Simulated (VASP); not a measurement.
A run of VASP 6.6.1 is set up as follows.

File INCAR:

```
SYSTEM = Bi2Te3
PREC = Accurate
ENCUT = 520
EDIFF = 1E-6
ISMEAR = 1
SIGMA = 0.01
LREAL = .False.
LASPH = .True.
NELM = 80
ALGO = Normal
ISIF = 2
LWAVE = .False.
LCHARG = .False.
GGA = PE
IBRION = 2
NSW = 60
EDIFFG = -0.01
KPAR = 4
```

The input KPOINTS:

```
regular mesh
0
Gamma
  6 6 6
  0 0 0
```

The input POSCAR:

```
Bi2Te3
1.0
    2.1930000000      1.2661291400     10.1656666700
   -2.1930000000      1.2661291400     10.1656666700
    0.0000000000     -2.5322582800     10.1656666700
Bi Te
2 3
Direct
    0.3999999999      0.3999999999      0.3999999999
    0.5999999998      0.5999999998      0.5999999998
    0.0000000000      0.0000000000      0.0000000000
    0.2094999999      0.2094999999      0.2094999999
    0.7904999997      0.7904999997      0.7904999997
```

Potentials or basis: VASP PAW PBE potentials, release 64 (Bi_d, Te).

The run is started by

```sh
$ cat potpaw_PBE.64/Bi_d/POTCAR potpaw_PBE.64/Te/POTCAR > POTCAR
$ mpirun -np 4 vasp_std > vasp.out
```

(1) Estimate the band gap on the k mesh.

(2) Predict the energy gained by relaxing.

## Answers

(1) 0.28 eV.

(2) 0.0 meV/atom.

Caveat: spin-orbit coupling is left out, which moves the levels of the heavy elements.
